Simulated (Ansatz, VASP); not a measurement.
NaF: VASP beside Ansatz

POSCAR

```
NaF
1.0
    0.0000000000      2.2971680842      2.2971680842
    2.2971680842      0.0000000000      2.2971680842
    2.2971680842      2.2971680842      0.0000000000
Na F
1 1
Direct
    0.0000000000      0.0000000000      0.0000000000
    0.5000000000      0.5000000000      0.5000000000
```

The input INCAR.step1:

```
PREC = Accurate
ENCUT = 520
ISMEAR = 0
SIGMA = 0.01
LREAL = F
LASPH = T
NELM = 60
NBANDS = 14
GGA = PE
ALGO = Normal
EDIFF = 1E-4
LWAVE = T
LCHARG = F
```

File INCAR.step2:

```
PREC = Accurate
ENCUT = 520
EDIFF = 1E-6
ISMEAR = 0
SIGMA = 0.01
LREAL = F
LASPH = T
NELM = 60
ALGO = Normal
ISIF = 2
LWAVE = F
LCHARG = F
METAGGA = R2SCAN
LMIXTAU = T
NBANDS = 14
ISTART = 1
```

File KPOINTS:

```
regular mesh
0
Gamma
  10 10 10
```

Input for Ansatz:

```yaml
crystal:
  lattice:
    - [0.0, 2.2971680842, 2.2971680842]
    - [2.2971680842, 0.0, 2.2971680842]
    - [2.2971680842, 2.2971680842, 0.0]
  atoms:
    - { symbol: Na, position: [0.0, 0.0, 0.0] }
    - { symbol: F, position: [0.5, 0.5, 0.5] }
kpoints:
  mp_grid: { grid: [10, 10, 10] }
  band_path:
    path:
      - [0.0, 0.0, 0.0]
      - [0.5, 0.0, 0.5]
      - [0.625, 0.25, 0.625]
      - [0.375, 0.375, 0.75]
      - [0.5, 0.5, 0.5]
      - [0.5, 0.25, 0.75]
    npoints: 1
hamiltonian:
  xc: r2scan
scf:
  occupations: { method: fixed }
  n_extra_bands: 4
output:
  forces: true
  stress: true
  eigenvalues: true
```

Alike in both runs: task single point; functional r2SCAN; k mesh 10 × 10 × 10; no spin polarisation.

```csv
,VASP,Ansatz
version,VASP 6.6.1,Ansatz 0.2.0
potentials or method,"VASP PAW PBE potentials, release 64 (Na_pv, F)","plane waves, PAW"
plane-wave cutoff (eV),520,500
occupations,"gaussian, width 0.01 eV",fixed
valence electrons in the cell,14,16
```

|  | VASP | Ansatz | Ansatz less VASP |
| --- | --- | --- | --- |
| gap on the k mesh at the Fermi level (eV) | 7.32 | 7.28 | -0.041 |
| pressure (GPa) | -0.8 | 0.0 | +0.85 |

VASP's potentials were made for PBE, not for r2SCAN. VASP's potentials hold 14 valence electrons a cell and Ansatz's 16, so a difference there can come from the potentials and not from the codes.
